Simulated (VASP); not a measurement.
# Ag (P6/mmm) in VASP: notebook, part 3 of 3

VASP 6.6.1.

**6. Single point, PBE (volume scaled by 0.88)**

INCAR

```
  PREC = Accurate
  ENCUT = 520
  EDIFF = 1E-6
  ISMEAR = -1
  SIGMA = 0.08
  LREAL = F
  LASPH = T
  NELM = 100
  ALGO = Normal
  ISIF = 2
  LWAVE = F
  LCHARG = F
  GGA = PE
  NBANDS = 12
```

KPOINTS

```
Automatic mesh
0
Gamma
  15 15 14
```

POSCAR

```
Ag
1.0
    2.7330660471      0.0000000000      0.0000000000
   -1.3665330236      2.3669046270      0.0000000000
    0.0000000000      0.0000000000      2.6427105835
Ag
1
Direct
    0.0000000000      0.0000000000      0.0000000000
```

Potentials or basis: VASP PAW PBE potentials, release 64 (Ag).

Launch:

```bash
cat potpaw_PBE.64/Ag/POTCAR > POTCAR
mpirun -np 1 vasp_std > vasp.out
```

OUTCAR:

```text
PREC = Accurate
   ENCUT = 520
   EDIFF = 1E-6
   ISMEAR = -1
   LREAL = F
   LASPH = T
   NELM = 100
   ISIF = 2
   GGA = PE

 ion  position               nearest neighbor table
   1  0.000  0.000  0.000-

  LATTYP: Found a hexagonal cell.
 ALAT       =     2.7330660471
 C/A-ratio  =     0.9669398902

  Lattice vectors:

 A1 = (   2.7330660471,   0.0000000000,   0.0000000000)
 A2 = (  -1.3665330236,   2.3669046270,   0.0000000000)
 A3 = (   0.0000000000,   0.0000000000,   2.6427105835)

Analysis of symmetry for initial positions (statically):
=====================================================================
 Subroutine PRICEL returns:
 Original cell was already a primitive cell.

 Routine SETGRP: Setting up the symmetry group for a
 hexagonal supercell.

 Subroutine GETGRP returns: Found 24 space group operations
 (whereof 24 operations were pure point group operations)
 out of a pool of 24 trial point group operations.

The static configuration has the point symmetry D_6h.

Analysis of symmetry for dynamics (positions and initial velocities):
=====================================================================
 Subroutine PRICEL returns:
 Original cell was already a primitive cell.

 Routine SETGRP: Setting up the symmetry group for a
 hexagonal supercell.

 Subroutine GETGRP returns: Found 24 space group operations
 (whereof 24 operations were pure point group operations)
 out of a pool of 24 trial point group operations.

The dynamic configuration has the point symmetry D_6h.

 Subroutine INISYM returns: Found 24 space group operations
 (whereof 24 operations are pure point group operations),
 and found     1 'primitive' translations

----------------------------------------------------------------------------------------

                                     Primitive cell

  volume of cell :      17.0954

  direct lattice vectors                    reciprocal lattice vectors
     2.733066047  0.000000000  0.000000000     0.365889438  0.211246366  0.000000000
    -1.366533024  2.366904627  0.000000000     0.000000000  0.422492731  0.000000000
     0.000000000  0.000000000  2.642710583     0.000000000  0.000000000  0.378399362

  length of vectors
     2.733066047  2.733066047  2.642710583     0.422492731  0.422492731  0.378399362

  position of ions in fractional coordinates (direct lattice)
     0.000000000  0.000000000  0.000000000

  ion indices of the primitive-cell ions
   primitive index   ion index
                 1           1

----------------------------------------------------------------------------------------

 KPOINTS: Automatic mesh

Automatic generation of k-mesh.
 Grid dimensions read from file:
 generate k-points for:   15   15   14

 Generating k-lattice:

  Cartesian coordinates                     Fractional coordinates (reciprocal lattice)
     0.024392629  0.014083091  0.000000000     0.066666667 -0.000000000  0.000000000
     0.000000000  0.028166182  0.000000000     0.000000000  0.066666667  0.000000000
     0.000000000  0.000000000  0.027028526     0.000000000  0.000000000  0.071428571

  Length of vectors
     0.028166182  0.028166182  0.027028526

  Shift w.r.t. Gamma in fractional coordinates (k-lattice)
     0.000000000  0.000000000  0.000000000

 Subroutine IBZKPT returns following result:
 ===========================================

 Found    216 irreducible k-points:

 Following reciprocal coordinates:
            Coordinates               Weight
  0.000000  0.000000  0.000000      1.000000
  0.066667  0.000000  0.000000      6.000000
  0.133333  0.000000  0.000000      6.000000
  0.200000  0.000000  0.000000      6.000000
  0.266667  0.000000  0.000000      6.000000
  0.333333  0.000000  0.000000      6.000000
[... 16 lines left out ...]
  0.333333  0.200000  0.000000     12.000000
  0.400000  0.200000  0.000000      6.000000
 [... further k-points ...]
   k-points           NKPTS =    216   k-points in BZ     NKDIM =    216   number of bands    NBANDS=     12
   number of dos      NEDOS =    301   number of ions     NIONS =      1
   total plane-waves  NPLWV =   8000
   dimension x,y,z NGX =    20 NGY =   20 NGZ =   20
   dimension x,y,z NGXF=    40 NGYF=   40 NGZF=   40
   ions per type =               1
   NGX,Y,Z   is equivalent  to a cutoff of  12.17, 12.17, 12.58 a.u.
   NGXF,Y,Z  is equivalent  to a cutoff of  24.33, 24.33, 25.16 a.u.
 SYSTEM =  unknown system
   PREC   = accura    normal or accurate (medium, high low for compatibility)
   ISTART =      0    job   : 0-new  1-cont  2-samecut
   ICHARG =      2    charge: 1-file 2-atom 10-const
   ISPIN  =      1    spin polarized calculation?
   LNONCOLLINEAR =      F non collinear calculations
   LSORBIT =      F    spin-orbit coupling
   LASPH  =      T    aspherical Exc in radial PAW
   ENCUT  =  520.0 eV  38.22 Ry    6.18 a.u.   5.08  5.08  4.91*2*pi/ulx,y,z
   NELM   =    100;   NELMIN=  2; NELMDL= -5     # of ELM steps
   EDIFF  = 0.1E-05   stopping-criterion for ELM
   LREAL  =      F    real-space projection
   EDIFFG = 0.1E-04   stopping-criterion for IOM
   NSW    =      0    number of steps for IOM
   IBRION =     -1    ionic relax: 0-MD 1-quasi-New 2-CG
   NFREE  =      0    steps in history (QN), initial steepest desc. (CG)
   ISIF   =      2    stress and relaxation
   ISYM   =      2    0-nonsym 1-usesym 2-fastsym
   POTIM  = 0.5000    time-step for ionic-motion
   TEBEG  =    0.0;   TEEND  =   0.0 temperature during run
   PSTRESS=    0.0 pullay stress
   NELECT =      11.0000    total number of electrons
   NUPDOWN=      -1.0000    fix difference up-down
   EMIN   =  10.00;   EMAX   =-10.00  energy-range for DOS
   EFERMI =   0.00;   METHOD = LEGACY
   ISMEAR =    -1;   SIGMA  =   0.08  broadening in eV -4-tet -1-fermi 0-gaus
   EFERMI_NEDOS =   21; number of points for ismear=-14 and -15
   IALGO  =     38    algorithm
   IMIX   =      4    mixing-type and parameters
     AMIX     =   0.40;   BMIX     =  1.00
     AMIX_MAG =   1.60;   BMIX_MAG =  1.00
  volume/ion in A,a.u.               =      17.10       115.37
  Fermi-wavevector in a.u.,A,eV,Ry     =   1.413336  2.670819 27.177909  1.997520
  Thomas-Fermi vector in A             =   2.534992
   LORBIT       =      0    0 simple, 1 ext, 2 COOP (PROOUT), +10 PAW based schemes
   GGA     = PE    functional components
[... 5 lines left out ...]
 non-spin polarized calculation
  energy-cutoff  :      520.00
  volume of cell :       17.10
 maximum number of plane-waves:       480
   NGX = 11   NGY = 11   NGZ =  9

 number of electron      11.0000001 magnetization

 Free energy of the ion-electron system (eV)
  ---------------------------------------------------
  ext. energy  EPLUGINS =         0.00000000
  ---------------------------------------------------
  free energy    TOTEN  =        -2.44945728 eV

  energy without entropy =       -2.44498483  energy(sigma->0) =       -2.44722105

 E-fermi :   8.3368     XC(G=0): -12.1376

 val. band max:        8.3262471942   @ k =   0.4000   0.0667   0.1429
 cond. band min:       8.3648599767   @ k =   0.3333   0.0000   0.3571
 fundamental gap:      0.0386127825
 Fermi energy:         8.3368324290

 k-point     1 :       0.0000    0.0000    0.0000
  band No.  band energies     occupation
      1       0.6712      2.00000
      2       1.8105      2.00000
      3       3.4957      2.00000
      4       3.4957      2.00000
      5       5.5076      2.00000
      6       5.5076      2.00000
      7      22.5688      0.00000
      8      24.8802      0.00000
      9      28.6350      0.00000
     10      28.6350      0.00000
     11      28.9366      0.00000
     12      32.9327      0.00000

 k-point     2 :       0.0667    0.0000    0.0000
  band No.  band energies     occupation
      1       0.8161      2.00000
      2       1.8464      2.00000
      3       3.4405      2.00000
      4       3.5785      2.00000
      5       5.4444      2.00000
      6       5.4957      2.00000
      7      22.7922      0.00000
      8      24.7862      0.00000
      9      27.4655      0.00000
     10      27.9661      0.00000
     11      29.0123      0.00000
     12      33.6582      0.00000
[... 316 lines left out ...]
 k-point    24 :       0.4000    0.2000    0.0000
  band No.  band energies     occupation
      1       2.4288      2.00000
      2       2.6423      2.00000
      3       4.2987      2.00000
      4       4.3904      2.00000
      5       4.9438      2.00000
      6      10.2868      0.00000
      7      12.2503      0.00000
      8      16.6472      0.00000
      9      28.0053      0.00000
     10      31.5142      0.00000
     11      32.1856      0.00000
     12      33.2741      0.00000

 [... further k-points ...]
[... 5 lines left out ...]
  --------------------------------------------------------------------------------------
  -------------------------------------------------------------------------------------
  Total        1.4767674      1.4767674      1.4718495     -0.0000000     -0.0000000     -0.0000000
  in kB      138.4019409    138.4019409    137.9410435     -0.0000000     -0.0000000     -0.0000000
  external PRESSURE =     138.2483085 kB  Pullay stress =       0.0000000 kB

 VOLUME and BASIS-vectors are now :
 -----------------------------------------------------------------------------
  energy-cutoff  :      520.00
  volume of cell :       17.10
      direct lattice vectors                 reciprocal lattice vectors
     2.733066047  0.000000000  0.000000000     0.365889438  0.211246366  0.000000000
    -1.366533024  2.366904627  0.000000000     0.000000000  0.422492731  0.000000000
     0.000000000  0.000000000  2.642710583     0.000000000  0.000000000  0.378399362

 POSITION                                       TOTAL-FORCE (eV/Angst)
 -----------------------------------------------------------------------------------
      0.00000      0.00000      0.00000         0.000000      0.000000      0.000000
 -----------------------------------------------------------------------------------
    total drift:                                0.000000      0.000000      0.000000

  FREE ENERGIE OF THE ION-ELECTRON SYSTEM (eV)
  ---------------------------------------------------
  free  energy   TOTEN  =        -2.4494572790 eV

  energy  without entropy=       -2.4449848252  energy(sigma->0) =       -2.44722105
```

OSZICAR:

```text
N       E                     dE             d eps       ncg     rms          rms(c)
DAV:   1     0.529848198113E+02    0.52985E+02   -0.55147E+03  5232   0.833E+02
DAV:   2    -0.186229044841E+01   -0.54847E+02   -0.52297E+02  5980   0.196E+02
DAV:   3    -0.269869300616E+01   -0.83640E+00   -0.83557E+00  6104   0.254E+01
DAV:   4    -0.270145831078E+01   -0.27653E-02   -0.27652E-02  5956   0.151E+00
DAV:   5    -0.270148143199E+01   -0.23121E-04   -0.23120E-04  6292   0.125E-01    0.578E+00
DAV:   6    -0.246368222273E+01    0.23780E+00   -0.89283E-01  5704   0.846E+00    0.370E+00
DAV:   7    -0.245299133010E+01    0.10691E-01   -0.12245E-02  5992   0.102E+00    0.201E+00
DAV:   8    -0.244944357933E+01    0.35478E-02   -0.90193E-04  5916   0.225E-01    0.881E-02
DAV:   9    -0.244945124556E+01   -0.76662E-05   -0.10273E-05  5940   0.247E-02    0.150E-02
DAV:  10    -0.244945788674E+01   -0.66412E-05   -0.43835E-06  5992   0.187E-02    0.673E-03
DAV:  11    -0.244945727895E+01    0.60779E-06   -0.11988E-07  3232   0.294E-03
   1 F= -.24494573E+01 E0= -.24472211E+01  d E =-.447245E-02
```

It took 20 s on 1 thread of Intel Xeon Platinum 8259CL at 2.50GHz (Skylake/Cascade Lake), shared host; peak memory 0.15 GiB.

Results:

```
Free energy : -2.4495 eV
Pressure    : 13.8 GPa
```

**7. Overview**

| cell | gap on the mesh (eV) | pressure (GPa) |
| --- | --- | --- |
| a = 2.513, b = 2.513, c = 2.415 Å, angles 90.0, 90.0, 120.0°, 1 atom | none | 86.8 |
| a = 2.628, b = 2.628, c = 2.533 Å, angles 90.0, 90.0, 120.0°, 1 atom | none | 38.1 |
| a = 2.733, b = 2.733, c = 2.643 Å, angles 90.0, 90.0, 120.0°, 1 atom | none | 13.8 |

Alike in all rows: task single point; level PBE; potentials or basis VASP PAW PBE potentials, release 64 (Ag); no spin polarisation; k mesh 15 × 15 × 14; cutoff (eV) 520; smearing fermi-dirac 0.08 eV.

Total energies depend on the potentials used, so only differences within one code and one set of settings carry meaning.
